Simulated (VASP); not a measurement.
Set up this calculation in VASP 6.6.1, as the native input.

```
Task                   : single point
Functional             : PBEsol
Potentials or basis    : VASP PAW PBE potentials, release 64 (Na_pv, Cl)
Cutoff                 : 520 eV
k mesh                 : 8 × 8 × 8
Occupations            : fermi-dirac, width 0.02 eV
Spin                   : no spin polarisation
Dipole correction      : no
Further INCAR settings : ALGO = Normal; EDIFF = 1e-06; NBANDS = 14
```

The structure of NaCl lies in POSCAR:

```
NaCl
1.0
    0.0000000000      2.7992469031      2.7992469031
    2.7992469031      0.0000000000      2.7992469031
    2.7992469031      2.7992469031      0.0000000000
Na Cl
1 1
Direct
    0.0000000000      0.0000000000      0.0000000000
    0.5000000000      0.5000000000      0.5000000000
```

The input as run:

INCAR

```
SYSTEM = NaCl
ALGO = Normal
EDIFF = 1E-6
ENCUT = 520
GGA = PS
ISIF = 2
ISMEAR = -1
LASPH = .True.
LCHARG = .False.
LREAL = .False.
LWAVE = .False.
NBANDS = 14
NELM = 60
PREC = Accurate
SIGMA = 0.02
```

KPOINTS

```
k-points
0
Gamma
  8 8 8
  0 0 0
```

Potentials or basis: VASP PAW PBE potentials, release 64 (Na_pv, Cl).

The run is started by

```sh
$ cat potpaw_PBE.64/Na_pv/POTCAR potpaw_PBE.64/Cl/POTCAR > POTCAR
$ mpirun -np 1 vasp_std > vasp.out
```

It gave:

* Pressure: 0.1 GPa
* Band gap on the k mesh: 5.01 eV

Caveat: the PAW data sets were made with another functional, which shifts forces and pressure a little.

Run time: 12 s on 1 thread of Intel(R) Xeon(R) 6975P-C (Granite Rapids), on a shared host, peak memory 0.16 GiB.
